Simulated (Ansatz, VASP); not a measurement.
## One calculation of Ag, two programs

Contents of INCAR:

```
  PREC = Accurate
  ENCUT = 520
  EDIFF = 1E-7
  ISMEAR = -1
  SIGMA = 0.1
  LREAL = False
  LASPH = True
  NELM = 100
  ALGO = Normal
  ISIF = 2
  LWAVE = False
  LCHARG = False
  NBANDS = 12
```

KPOINTS

```
regular mesh
0
Gamma
  13 13 13
```

Contents of POSCAR:

```
Ag
1.0
    2.5366569828      0.0000000000      0.0000000000
    0.0000000000      2.5366569828      0.0000000000
    0.0000000000      0.0000000000      2.5366569828
Ag
1
Direct
    0.0000000000      0.0000000000      0.0000000000
```

Input for Ansatz:

```yaml
crystal:
  lattice:
    - [2.5366569828, 0.0, 0.0]
    - [0.0, 2.5366569828, 0.0]
    - [0.0, 0.0, 2.5366569828]
  atoms:
    - { symbol: Ag, position: [0.0, 0.0, 0.0] }
hamiltonian:
  xc: lda
  pseudopotentials:
    kind: paw
    azcp:
      Ag: "pseudopotentials/Ag.paw.azcp"
basis:
  ecutwfc: 420
  fft_grid_basis: typed
kpoints:
  mp_grid: { grid: [13, 13, 13], shift: [0, 0, 0] }
magnetization:
  spin_polarized: false
scf:
  occupations: { method: fermi_dirac, width: 0.1 }
  lower_state_search: "off"
output:
  stress: true
  write_density: true
  write_potential: true
  elf: true
  volumetric_format: npy
```

Alike in both runs: task single point; functional LDA; k mesh 13 × 13 × 13; occupations fermi-dirac, width 0.1 eV; no spin polarisation.

```csv
,VASP,Ansatz
version,VASP 6.6.1,Ansatz 0.2.0
potentials or method,"VASP PAW LDA potentials, release 64 (Ag), cutoff 520 eV","plane waves (420 eV) with PAW, scalar-relativistic"
valence electrons in the cell,11,19
```

```csv
,VASP,Ansatz,Ansatz less VASP
pressure (GPa),19.1,19.1,0.00
```

Ansatz warns that its potentials were made for another functional, while VASP's fit it. LDA's correlation is that of Perdew and Zunger in VASP and of Perdew and Wang (1992) in Ansatz. VASP's potentials hold 11 valence electrons a cell and Ansatz's 19, so a difference there can come from the potentials and not from the codes.
